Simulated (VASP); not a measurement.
# TiC (Fm-3m) in VASP: further runs, part 3 of 3

VASP 6.6.1.

### 5 Single point, PBE (9.86 Å³/atom)

This run uses another cell than the first one, of 9.86 Å³/atom.

Contents of INCAR:

```
SYSTEM = TiC
ALGO = Normal
EDIFF = 1E-6
ENCUT = 520
GGA = PE
ISIF = 2
ISMEAR = 0
LASPH = .TRUE.
LCHARG = .FALSE.
LREAL = .FALSE.
LWAVE = .FALSE.
NBANDS = 15
NELM = 80
PREC = Accurate
SIGMA = 0.1
```

Contents of KPOINTS:

```
k-points
0
G
  16 16 16
  0 0 0
```

Contents of POSCAR:

```
TiC
1.0
    0.0000000000      2.1445263029      2.1445263029
    2.1445263029      0.0000000000      2.1445263029
    2.1445263029      2.1445263029      0.0000000000
Ti C
1 1
Direct
    0.0000000000      0.0000000000      0.0000000000
    0.5000000000      0.5000000000      0.5000000000
```

Potentials or basis: VASP PAW PBE potentials, release 64 (Ti_sv, C).

Run with:

```bash
$ cat potpaw_PBE.64/Ti_sv/POTCAR potpaw_PBE.64/C/POTCAR > POTCAR
$ mpirun -np 1 vasp_std > vasp.out
```

OUTCAR:

```text
SYSTEM = TiC
   EDIFF = 1E-6
   ENCUT = 520
   GGA = PE
   ISIF = 2
   ISMEAR = 0
   LASPH = .TRUE.
   LREAL = .FALSE.
   NELM = 80
   PREC = Accurate

 ion  position               nearest neighbor table
   1  0.000  0.000  0.000-   2 2.14   2 2.14   2 2.14   2 2.14   2 2.14   2 2.14
   2  0.500  0.500  0.500-   1 2.14   1 2.14   1 2.14   1 2.14   1 2.14   1 2.14

  LATTYP: Found a face centered cubic cell.
 ALAT       =     4.2890526058

  Lattice vectors:

 A1 = (   0.0000000000,   2.1445263029,   2.1445263029)
 A2 = (   2.1445263029,   0.0000000000,   2.1445263029)
 A3 = (   2.1445263029,   2.1445263029,   0.0000000000)

Analysis of symmetry for initial positions (statically):
=====================================================================
 Subroutine PRICEL returns:
 Original cell was already a primitive cell.

 Routine SETGRP: Setting up the symmetry group for a
 face centered cubic supercell.

 Subroutine GETGRP returns: Found 48 space group operations
 (whereof 48 operations were pure point group operations)
 out of a pool of 48 trial point group operations.

The static configuration has the point symmetry O_h .

Analysis of symmetry for dynamics (positions and initial velocities):
=====================================================================
 Subroutine PRICEL returns:
 Original cell was already a primitive cell.

 Routine SETGRP: Setting up the symmetry group for a
 face centered cubic supercell.

 Subroutine GETGRP returns: Found 48 space group operations
 (whereof 48 operations were pure point group operations)
 out of a pool of 48 trial point group operations.

The dynamic configuration has the point symmetry O_h .

 Subroutine INISYM returns: Found 48 space group operations
 (whereof 48 operations are pure point group operations),
 and found     1 'primitive' translations

----------------------------------------------------------------------------------------

                                     Primitive cell

[... 120 lines left out ...]
   LRPA    =     F    only Hartree local field effects (RPA)
 non-spin polarized calculation
 Gauss-broadening in eV      SIGMA  =   0.10
  energy-cutoff  :      520.00
  volume of cell :       19.73
 maximum number of plane-waves:       544
   NGX = 11   NGY = 11   NGZ = 11

 number of electron      16.0000004 magnetization

 Free energy of the ion-electron system (eV)
  ---------------------------------------------------
  ext. energy  EPLUGINS =         0.00000000
  ---------------------------------------------------
  free energy    TOTEN  =       -18.69327437 eV

  energy without entropy =      -18.69130350  energy(sigma->0) =      -18.69228893

 E-fermi :   9.7571     XC(G=0): -12.8514

 val. band max:        9.7526077140   @ k =   0.1250   0.1250   0.0000
 cond. band min:       9.7609092023   @ k =   0.1250   0.0625   0.0000
 fundamental gap:      0.0083014884
 Fermi energy:         9.7570913987

 k-point     1 :       0.0000    0.0000    0.0000
  band No.  band energies     occupation
      1     -46.7400      2.00000
      2     -22.7478      2.00000
      3     -22.7478      2.00000
      4     -22.7478      2.00000
      5      -2.7725      2.00000
      6      10.4671      0.00000
      7      10.4671      0.00000
      8      10.4671      0.00000
      9      11.4777      0.00000
     10      11.4777      0.00000
     11      11.4777      0.00000
     12      11.5396      0.00000
     13      11.5396      0.00000
     14      20.6842      0.00000
[... 401 lines left out ...]
      2     -22.8000      2.00000
      3     -22.7622      2.00000
      4     -22.7490      2.00000
      5      -2.5304      2.00000
      6       9.5353      1.99829
      7       9.7245      1.35521
      8       9.7248      1.35182
      9      10.5825      0.00000
     10      11.1858      0.00000
     11      12.0888      0.00000
     12      12.6835      0.00000
     13      13.5668      0.00000
     14      21.0847      0.00000
     15      24.0200      0.00000

 [... further k-points ...]

------------------------ aborting loop because EDIFF is reached ----------------------------------------

  FORCE on cell =-STRESS in cart. coord.  units (eV):
  Direction    XX          YY          ZZ          XY          YZ          ZX
  --------------------------------------------------------------------------------------
  -------------------------------------------------------------------------------------
  Total        1.0276643      1.0276643      1.0276643      0.0000000      0.0000000     -0.0000000
  in kB       83.4714059     83.4714059     83.4714059      0.0000000      0.0000000     -0.0000000
  external PRESSURE =      83.4714059 kB  Pullay stress =       0.0000000 kB

 VOLUME and BASIS-vectors are now :
 -----------------------------------------------------------------------------
  energy-cutoff  :      520.00
  volume of cell :       19.73
      direct lattice vectors                 reciprocal lattice vectors
     0.000000000  2.144526303  2.144526303    -0.233151722  0.233151722  0.233151722
     2.144526303  0.000000000  2.144526303     0.233151722 -0.233151722  0.233151722
     2.144526303  2.144526303  0.000000000     0.233151722  0.233151722 -0.233151722

 POSITION                                       TOTAL-FORCE (eV/Angst)
 -----------------------------------------------------------------------------------
      0.00000      0.00000      0.00000         0.000000      0.000000      0.000000
      2.14453      2.14453      2.14453         0.000000      0.000000      0.000000
 -----------------------------------------------------------------------------------
    total drift:                                0.000000     -0.000000     -0.000000

  FREE ENERGIE OF THE ION-ELECTRON SYSTEM (eV)
  ---------------------------------------------------
  free  energy   TOTEN  =       -18.6932743650 eV

  energy  without entropy=      -18.6913035002  energy(sigma->0) =      -18.69228893
```

OSZICAR:

```text
N       E                     dE             d eps       ncg     rms          rms(c)
DAV:   1     0.117412285676E+03    0.11741E+03   -0.80069E+03  4365   0.129E+03
DAV:   2    -0.168011150149E+02   -0.13421E+03   -0.12576E+03  4644   0.336E+02
DAV:   3    -0.239849833897E+02   -0.71839E+01   -0.70750E+01  5528   0.766E+01
DAV:   4    -0.242196498429E+02   -0.23467E+00   -0.23446E+00  5506   0.127E+01
DAV:   5    -0.242252569755E+02   -0.56071E-02   -0.56063E-02  5607   0.173E+00    0.189E+01
DAV:   6    -0.192394751648E+02    0.49858E+01   -0.11550E+01  6205   0.565E+01    0.673E+00
DAV:   7    -0.187185645136E+02    0.52091E+00   -0.20089E+00  5053   0.201E+01    0.514E+00
DAV:   8    -0.186956667880E+02    0.22898E-01   -0.10526E-01  4999   0.369E+00    0.319E+00
DAV:   9    -0.186963952047E+02   -0.72842E-03   -0.78962E-02  5759   0.360E+00    0.778E-01
DAV:  10    -0.186947344721E+02    0.16607E-02   -0.10387E-02  5826   0.139E+00    0.590E-01
DAV:  11    -0.186933314051E+02    0.14031E-02   -0.23591E-03  5029   0.695E-01    0.149E-01
DAV:  12    -0.186932789390E+02    0.52466E-04   -0.24816E-04  5225   0.147E-01    0.351E-02
DAV:  13    -0.186932743776E+02    0.45615E-05   -0.25822E-05  5256   0.398E-02    0.696E-03
DAV:  14    -0.186932743650E+02    0.12575E-07   -0.52597E-07  3794   0.583E-03
   1 F= -.18693274E+02 E0= -.18692289E+02  d E =-.197086E-02
```

stdout:

```text
POSCAR found type information on POSCAR TiC
 POSCAR found :  2 types and       2 ions
 scaLAPACK will be used
 LDA part: xc-table for (Slater+PW92), standard interpolation
 POSCAR, INCAR and KPOINTS ok, starting setup
 FFT: planning ... GRIDC
 FFT: planning ... GRID_SOFT
 FFT: planning ... GRID
 WAVECAR not read
 entering main loop
```

Run time: 56 s. Hardware: 1 thread of Intel Xeon 8259CL, shared host; peak memory 0.17 GiB.

Results:

- Free energy: -18.6933 eV
- Pressure: 8.3 GPa
- Band gap on the k mesh: zero (bands 8 and 9 overlap by 1.11 eV)

Levels at points of the mesh, in eV from the Fermi level:
```tsv
k point	band 5	band 6	band 7	band 8	band 9	band 10	band 11	band 12
(0.00, 0.00, 0.00)	-12.53	0.71	0.71	0.71	1.72	1.72	1.72	1.78
(0.50, 0.00, 0.00)	-8.91	-5.97	-2.98	-2.98	3.04	3.04	4.27	8.39
(0.50, 0.50, 0.00)	-10.23	-3.45	-1.70	-0.01	-0.01	2.82	3.67	3.67
```

Caveat: the cell stands under pressure.

### 6 Single point, PBE

This run uses another cell than the first one, of 10.17 Å³/atom.

Contents of INCAR:

```
  ALGO = Normal
  EDIFF = 1E-6
  ENCUT = 520
  GGA = PE
  ISIF = 2
  ISMEAR = 0
  LASPH = T
  LCHARG = F
  LREAL = F
  LWAVE = F
  NBANDS = 15
  NELM = 60
  PREC = Accurate
  SIGMA = 0.1
```

Contents of KPOINTS:

```
k-points
0
Gamma
  16 16 16
```

Contents of POSCAR:

```
TiC
1.0
    0.0000000000      2.1664107359      2.1664107359
    2.1664107359      0.0000000000      2.1664107359
    2.1664107359      2.1664107359      0.0000000000
Ti C
1 1
Direct
    0.0000000000      0.0000000000      0.0000000000
    0.5000000000      0.5000000000      0.5000000000
```

Potentials or basis: VASP PAW PBE potentials, release 64 (Ti_sv, C).

Run with:

```bash
$ cat potpaw_PBE.64/Ti_sv/POTCAR potpaw_PBE.64/C/POTCAR > POTCAR
$ mpirun -np 1 vasp_std > vasp.out
```

OUTCAR:

```text
EDIFF = 1E-6
   ENCUT = 520
   GGA = PE
   ISIF = 2
   ISMEAR = 0
   LASPH = T
   LREAL = F
   NELM = 60
   PREC = Accurate

 ion  position               nearest neighbor table
   1  0.000  0.000  0.000-   2 2.17   2 2.17   2 2.17   2 2.17   2 2.17   2 2.17
   2  0.500  0.500  0.500-   1 2.17   1 2.17   1 2.17   1 2.17   1 2.17   1 2.17

  LATTYP: Found a face centered cubic cell.
 ALAT       =     4.3328214718

  Lattice vectors:

 A1 = (   0.0000000000,   2.1664107359,   2.1664107359)
 A2 = (   2.1664107359,   0.0000000000,   2.1664107359)
 A3 = (   2.1664107359,   2.1664107359,   0.0000000000)

Analysis of symmetry for initial positions (statically):
=====================================================================
 Subroutine PRICEL returns:
 Original cell was already a primitive cell.

 Routine SETGRP: Setting up the symmetry group for a
 face centered cubic supercell.

 Subroutine GETGRP returns: Found 48 space group operations
 (whereof 48 operations were pure point group operations)
 out of a pool of 48 trial point group operations.

The static configuration has the point symmetry O_h .

Analysis of symmetry for dynamics (positions and initial velocities):
=====================================================================
 Subroutine PRICEL returns:
 Original cell was already a primitive cell.

 Routine SETGRP: Setting up the symmetry group for a
 face centered cubic supercell.

 Subroutine GETGRP returns: Found 48 space group operations
 (whereof 48 operations were pure point group operations)
 out of a pool of 48 trial point group operations.

The dynamic configuration has the point symmetry O_h .

 Subroutine INISYM returns: Found 48 space group operations
 (whereof 48 operations are pure point group operations),
 and found     1 'primitive' translations

----------------------------------------------------------------------------------------

                                     Primitive cell

[... 119 lines left out ...]
   LEPSILON=     F    determine dielectric tensor
   LRPA    =     F    only Hartree local field effects (RPA)
 non-spin polarized calculation
 Gauss-broadening in eV      SIGMA  =   0.10
  energy-cutoff  :      520.00
  volume of cell :       20.34
 maximum number of plane-waves:       568
   NGX = 11   NGY = 11   NGZ = 11

 number of electron      16.0000000 magnetization

 Free energy of the ion-electron system (eV)
  ---------------------------------------------------
  ext. energy  EPLUGINS =         0.00000000
  ---------------------------------------------------
  free energy    TOTEN  =       -18.70952660 eV

  energy without entropy =      -18.70749043  energy(sigma->0) =      -18.70850851

 E-fermi :   9.3955     XC(G=0): -12.6929

 val. band max:        9.3766675662   @ k =  -0.0625   0.0625   0.0000
 cond. band min:       9.3978963914   @ k =   0.1250   0.1250   0.0000
 fundamental gap:      0.0212288252
 Fermi energy:         9.3954726717

 k-point     1 :       0.0000    0.0000    0.0000
  band No.  band energies     occupation
      1     -47.1904      2.00000
      2     -23.2150      2.00000
      3     -23.2150      2.00000
      4     -23.2150      2.00000
      5      -2.9914      2.00000
      6      10.0944      0.00000
      7      10.0944      0.00000
      8      10.0944      0.00000
      9      11.0770      0.00000
     10      11.0770      0.00000
     11      11.0770      0.00000
     12      11.1120      0.00000
     13      11.1120      0.00000
     14      19.8692      0.00000
[... 401 lines left out ...]
      2     -23.2614      2.00000
      3     -23.2279      2.00000
      4     -23.2162      2.00000
      5      -2.7585      2.00000
      6       9.1838      1.99724
      7       9.3694      1.28724
      8       9.3767      1.20972
      9      10.2049      0.00000
     10      10.7789      0.00000
     11      11.6660      0.00000
     12      12.2216      0.00000
     13      13.0829      0.00000
     14      20.2771      0.00000
     15      23.4977      0.00000

 [... further k-points ...]

------------------------ aborting loop because EDIFF is reached ----------------------------------------

  FORCE on cell =-STRESS in cart. coord.  units (eV):
  Direction    XX          YY          ZZ          XY          YZ          ZX
  --------------------------------------------------------------------------------------
  -------------------------------------------------------------------------------------
  Total        0.0273233      0.0273233      0.0273233      0.0000000      0.0000000      0.0000000
  in kB        2.1527384      2.1527384      2.1527384      0.0000000      0.0000000      0.0000000
  external PRESSURE =       2.1527384 kB  Pullay stress =       0.0000000 kB

 VOLUME and BASIS-vectors are now :
 -----------------------------------------------------------------------------
  energy-cutoff  :      520.00
  volume of cell :       20.34
      direct lattice vectors                 reciprocal lattice vectors
     0.000000000  2.166410736  2.166410736    -0.230796493  0.230796493  0.230796493
     2.166410736  0.000000000  2.166410736     0.230796493 -0.230796493  0.230796493
     2.166410736  2.166410736  0.000000000     0.230796493  0.230796493 -0.230796493

 POSITION                                       TOTAL-FORCE (eV/Angst)
 -----------------------------------------------------------------------------------
      0.00000      0.00000      0.00000         0.000000      0.000000      0.000000
      2.16641      2.16641      2.16641         0.000000      0.000000      0.000000
 -----------------------------------------------------------------------------------
    total drift:                                0.000000     -0.000000     -0.000000

  FREE ENERGIE OF THE ION-ELECTRON SYSTEM (eV)
  ---------------------------------------------------
  free  energy   TOTEN  =       -18.7095265959 eV

  energy  without entropy=      -18.7074904310  energy(sigma->0) =      -18.70850851
```

Wall time 53 s (1 thread of Intel Xeon 8259CL, shared host); peak memory 0.17 GiB.

Results:

| Quantity | Value |
| --- | --- |
| Free energy | -18.7095 eV |
| Pressure | 0.2 GPa |
| Band gap on the k mesh | zero (bands 8 and 9 overlap by 1.10 eV) |

### 7 Overview

```csv
cell,gap on the mesh (eV),pressure (GPa)
"a = 2.936 Å, angles 60.0°, 2 atoms",none,41.4
"a = 2.969 Å, angles 60.0°, 2 atoms",none,28.7
"a = 3.001 Å, angles 60.0°, 2 atoms",none,17.8
"a = 3.033 Å, angles 60.0°, 2 atoms",none,8.3
"a = 3.064 Å, angles 60.0°, 2 atoms",none,0.2
```

Alike in all rows: task single point; level PBE; potentials or basis VASP PAW PBE potentials, release 64 (Ti_sv, C); no spin polarisation; k mesh 16 × 16 × 16; cutoff (eV) 520; smearing gaussian 0.1 eV.

Caveats: the cell stands under pressure (at least some runs).

Total energies depend on the potentials used, so only differences within one code and one set of settings carry meaning.
